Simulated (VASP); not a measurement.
**SnTe: single point with r2SCAN**

Crystal: SnTe.

```
Sn Te
1.0
     0.00000    3.22091    3.22091
     3.22091    0.00000    3.22091
     3.22091    3.22091    0.00000
Sn Te
1 1
Cartesian
  0.0000 0.0000 0.0000
  3.2209 3.2209 3.2209
```

This cell differs from its parent crystal: volume changed by +3%.

| Property | Result |
| --- | --- |
| Program | VASP 6.6.1 |
| Task | single point |
| Functional | r2SCAN |
| Potentials or basis | VASP PAW PBE potentials, release 64 (Sn_d, Te) |
| Cutoff | 520 eV |
| k mesh | 6 × 6 × 6 |
| Occupations | fermi-dirac, width 0.02 eV |
| Spin | no spin polarisation |
| Dipole correction | no |
| Further INCAR settings | ALGO = Normal; EDIFF = 1e-07; NBANDS = 17 |

```yaml
Pressure: -1.3 GPa
Band_gap_on_the_k_mesh: 0.23 eV, direct
```

Levels at points of the mesh, in eV from the valence-band top:
```csv
k point,band 7,band 8,band 9,band 10,band 11,band 12,band 13,band 14
"(0.00, 0.00, 0.00)",-4.93,-2.22,-2.22,-2.22,3.37,3.37,3.37,5.17
"(0.50, 0.00, 0.00)",-8.37,-1.87,-1.87,0.00,0.23,0.46,0.46,8.12
"(0.50, 0.50, 0.00)",-6.64,-5.42,-3.71,-3.71,2.65,4.86,4.86,6.28
```

Wall time 81 s on 1 thread of Intel Xeon 6975P-C (shared host), peak memory 0.22 GiB.

Caveat: the PAW data sets were made with another functional, which shifts forces and pressure a little; spin-orbit coupling is left out, which moves the levels of the heavy elements. A k mesh can miss the band edges.
